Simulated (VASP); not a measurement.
# Au (Im-3m) in VASP: a series of runs, part 2 of 2

VASP 6.6.1. The steps go on from the part before.

**3. Single point, PBE**

This run uses another cell than the first one, of 17.52 Å³/atom, 1.044 times its volume.

Contents of INCAR:

```
ALGO = Fast
EDIFF = 1E-7
ENCUT = 520
GGA = PE
ISIF = 2
ISMEAR = 0
LASPH = T
LCHARG = F
LREAL = F
LWAVE = F
NBANDS = 12
NELM = 100
PREC = Accurate
SIGMA = 0.1
```

Contents of KPOINTS:

```
k-points
0
Gamma
  18 18 18
```

Contents of POSCAR:

```
Au
1.0
   -1.6361847654      1.6361847654      1.6361847654
    1.6361847654     -1.6361847654      1.6361847654
    1.6361847654      1.6361847654     -1.6361847654
Au
1
Direct
    0.0000000000      0.0000000000      0.0000000000
```

Potentials or basis: VASP PAW PBE potentials, release 64 (Au).

Started as:

```console
$ cat potpaw_PBE.64/Au/POTCAR > POTCAR
$ mpirun -np 1 vasp_std > vasp.out
```

OUTCAR:

```text
EDIFF = 1E-7
   ENCUT = 520
   GGA = PE
   ISIF = 2
   ISMEAR = 0
   LASPH = T
   LREAL = F
   NELM = 100
   PREC = Accurate

 ion  position               nearest neighbor table
   1  0.000  0.000  0.000-

  LATTYP: Found a body centered cubic cell.
 ALAT       =     3.2723695308

  Lattice vectors:

 A1 = (  -1.6361847654,   1.6361847654,   1.6361847654)
 A2 = (   1.6361847654,  -1.6361847654,   1.6361847654)
 A3 = (   1.6361847654,   1.6361847654,  -1.6361847654)

Analysis of symmetry for initial positions (statically):
=====================================================================
 Subroutine PRICEL returns:
 Original cell was already a primitive cell.

 Routine SETGRP: Setting up the symmetry group for a
 body centered cubic supercell.

 Subroutine GETGRP returns: Found 48 space group operations
 (whereof 48 operations were pure point group operations)
 out of a pool of 48 trial point group operations.

The static configuration has the point symmetry O_h .

Analysis of symmetry for dynamics (positions and initial velocities):
=====================================================================
 Subroutine PRICEL returns:
 Original cell was already a primitive cell.

 Routine SETGRP: Setting up the symmetry group for a
 body centered cubic supercell.

 Subroutine GETGRP returns: Found 48 space group operations
 (whereof 48 operations were pure point group operations)
 out of a pool of 48 trial point group operations.

The dynamic configuration has the point symmetry O_h .

 Subroutine INISYM returns: Found 48 space group operations
 (whereof 48 operations are pure point group operations),
 and found     1 'primitive' translations

----------------------------------------------------------------------------------------

                                     Primitive cell

  volume of cell :      17.5209

  direct lattice vectors                    reciprocal lattice vectors
    -1.636184765  1.636184765  1.636184765     0.000000000  0.305588959  0.305588959
     1.636184765 -1.636184765  1.636184765     0.305588959  0.000000000  0.305588959
     1.636184765  1.636184765 -1.636184765     0.305588959  0.305588959  0.000000000

  length of vectors
     2.833955144  2.833955144  2.833955144     0.432168051  0.432168051  0.432168051

  position of ions in fractional coordinates (direct lattice)
     0.000000000  0.000000000  0.000000000

  ion indices of the primitive-cell ions
   primitive index   ion index
                 1           1

----------------------------------------------------------------------------------------

 KPOINTS: k-points

Automatic generation of k-mesh.
 Grid dimensions read from file:
 generate k-points for:   18   18   18

 Generating k-lattice:

  Cartesian coordinates                     Fractional coordinates (reciprocal lattice)
     0.000000000  0.016977164  0.016977164     0.055555556  0.000000000  0.000000000
     0.016977164  0.000000000  0.016977164     0.000000000  0.055555556  0.000000000
     0.016977164  0.016977164  0.000000000     0.000000000  0.000000000  0.055555556

  Length of vectors
     0.024009336  0.024009336  0.024009336

  Shift w.r.t. Gamma in fractional coordinates (k-lattice)
     0.000000000  0.000000000  0.000000000

 Subroutine IBZKPT returns following result:
 ===========================================

 Found    195 irreducible k-points:

 Following reciprocal coordinates:
            Coordinates               Weight
  0.000000  0.000000  0.000000      1.000000
  0.055556  0.000000  0.000000     12.000000
  0.111111  0.000000  0.000000     12.000000
  0.166667  0.000000  0.000000     12.000000
  0.222222  0.000000  0.000000     12.000000
  0.277778  0.000000  0.000000     12.000000
[... 16 lines left out ...]
  0.333333  0.111111 -0.000000     48.000000
  0.388889  0.111111  0.000000     48.000000
 [... further k-points ...]
   k-points           NKPTS =    195   k-points in BZ     NKDIM =    195   number of bands    NBANDS=     12
   number of dos      NEDOS =    301   number of ions     NIONS =      1
   total plane-waves  NPLWV =  13824
   dimension x,y,z NGX =    24 NGY =   24 NGZ =   24
   dimension x,y,z NGXF=    48 NGYF=   48 NGZF=   48
   ions per type =               1
   NGX,Y,Z   is equivalent  to a cutoff of  14.08, 14.08, 14.08 a.u.
   NGXF,Y,Z  is equivalent  to a cutoff of  28.16, 28.16, 28.16 a.u.
 SYSTEM =  unknown system
   PREC   = accura    normal or accurate (medium, high low for compatibility)
   ISTART =      0    job   : 0-new  1-cont  2-samecut
   ICHARG =      2    charge: 1-file 2-atom 10-const
   ISPIN  =      1    spin polarized calculation?
   LNONCOLLINEAR =      F non collinear calculations
   LSORBIT =      F    spin-orbit coupling
   LASPH  =      T    aspherical Exc in radial PAW
   ENCUT  =  520.0 eV  38.22 Ry    6.18 a.u.   5.27  5.27  5.27*2*pi/ulx,y,z
   NELM   =    100;   NELMIN=  2; NELMDL= -5     # of ELM steps
   EDIFF  = 0.1E-06   stopping-criterion for ELM
   LREAL  =      F    real-space projection
   EDIFFG = 0.1E-05   stopping-criterion for IOM
   NSW    =      0    number of steps for IOM
   IBRION =     -1    ionic relax: 0-MD 1-quasi-New 2-CG
   NFREE  =      0    steps in history (QN), initial steepest desc. (CG)
   ISIF   =      2    stress and relaxation
   ISYM   =      2    0-nonsym 1-usesym 2-fastsym
   POTIM  = 0.5000    time-step for ionic-motion
   TEBEG  =    0.0;   TEEND  =   0.0 temperature during run
   PSTRESS=    0.0 pullay stress
   NELECT =      11.0000    total number of electrons
   NUPDOWN=      -1.0000    fix difference up-down
   EMIN   =  10.00;   EMAX   =-10.00  energy-range for DOS
   EFERMI =   0.00;   METHOD = LEGACY
   ISMEAR =     0;   SIGMA  =   0.10  broadening in eV -4-tet -1-fermi 0-gaus
   EFERMI_NEDOS =   21; number of points for ismear=-14 and -15
   IALGO  =     68    algorithm
   IMIX   =      4    mixing-type and parameters
     AMIX     =   0.40;   BMIX     =  1.00
     AMIX_MAG =   1.60;   BMIX_MAG =  1.00
  volume/ion in A,a.u.               =      17.52       118.24
  Fermi-wavevector in a.u.,A,eV,Ry     =   1.401802  2.649022 26.736118  1.965049
  Thomas-Fermi vector in A             =   2.524627
   LORBIT       =      0    0 simple, 1 ext, 2 COOP (PROOUT), +10 PAW based schemes
   GGA     = PE    functional components
   LHFCALC =     F    Hartree Fock is set to
   AEXX    =    0.0000 exact exchange contribution
   IVDW    =     0    specifies the selected vdW correction
   LEPSILON=     F    determine dielectric tensor
   LRPA    =     F    only Hartree local field effects (RPA)
 non-spin polarized calculation
 RMM-DIIS sequential band-by-band and
 Gauss-broadening in eV      SIGMA  =   0.10
  energy-cutoff  :      520.00
  volume of cell :       17.52
 maximum number of plane-waves:       490
 NGX is ok and might be reduce to    24
   NGX = 11   NGY = 11   NGZ = 11

 number of electron      11.0000002 magnetization

 Free energy of the ion-electron system (eV)
  ---------------------------------------------------
  ext. energy  EPLUGINS =         0.00000000
  ---------------------------------------------------
  free energy    TOTEN  =        -3.19603485 eV

  energy without entropy =       -3.19547397  energy(sigma->0) =       -3.19575441

 E-fermi :   9.0703     XC(G=0): -12.5547

 val. band max:        9.0251845303   @ k =   0.3889   0.0556   0.0556
 cond. band min:       9.1496700008   @ k =  -0.3333   0.3333   0.3333
 fundamental gap:      0.1244854705
 Fermi energy:         9.0703097949

 k-point     1 :       0.0000    0.0000    0.0000
  band No.  band energies     occupation
      1      -0.5366      2.00000
      2       4.2929      2.00000
      3       4.2929      2.00000
      4       4.2929      2.00000
      5       6.1428      2.00000
      6       6.1428      2.00000
      7      25.5379      0.00000
      8      25.5379      0.00000
      9      25.5379      0.00000
     10      32.8665      0.00000
     11      32.8666      0.00000
     12      32.8666      0.00000
[... 331 lines left out ...]
 k-point    24 :       0.3889    0.1111    0.0000
  band No.  band energies     occupation
      1       2.2814      2.00000
      2       3.3605      2.00000
      3       5.7160      2.00000
      4       6.0162      2.00000
      5       6.7718      2.00000
      6       9.1979      0.07124
      7      13.3968      0.00000
      8      20.7375      0.00000
      9      22.4612      0.00000
     10      30.0745      0.00000
     11      31.7486      0.00000
     12      32.0812      0.00000

 [... further k-points ...]
[... 5 lines left out ...]
  --------------------------------------------------------------------------------------
  -------------------------------------------------------------------------------------
  Total        0.4115815      0.4115815      0.4115815     -0.0000000      0.0000000     -0.0000000
  in kB       37.6365133     37.6365133     37.6365133     -0.0000000      0.0000000     -0.0000000
  external PRESSURE =      37.6365133 kB  Pullay stress =       0.0000000 kB

 VOLUME and BASIS-vectors are now :
 -----------------------------------------------------------------------------
  energy-cutoff  :      520.00
  volume of cell :       17.52
      direct lattice vectors                 reciprocal lattice vectors
    -1.636184765  1.636184765  1.636184765     0.000000000  0.305588959  0.305588959
     1.636184765 -1.636184765  1.636184765     0.305588959  0.000000000  0.305588959
     1.636184765  1.636184765 -1.636184765     0.305588959  0.305588959  0.000000000

 POSITION                                       TOTAL-FORCE (eV/Angst)
 -----------------------------------------------------------------------------------
      0.00000      0.00000      0.00000         0.000000      0.000000      0.000000
 -----------------------------------------------------------------------------------
    total drift:                                0.000000      0.000000     -0.000000

  FREE ENERGIE OF THE ION-ELECTRON SYSTEM (eV)
  ---------------------------------------------------
  free  energy   TOTEN  =        -3.1960348534 eV

  energy  without entropy=       -3.1954739700  energy(sigma->0) =       -3.19575441
```

Run time: 21 s. Hardware: 1 thread of Intel Xeon Platinum 8559C (Emerald Rapids), shared host; peak memory 0.17 GiB.

Results:

- Free energy: -3.1960 eV
- Pressure: 3.8 GPa

Caveat: spin-orbit coupling is left out, which moves the levels of the heavy elements.
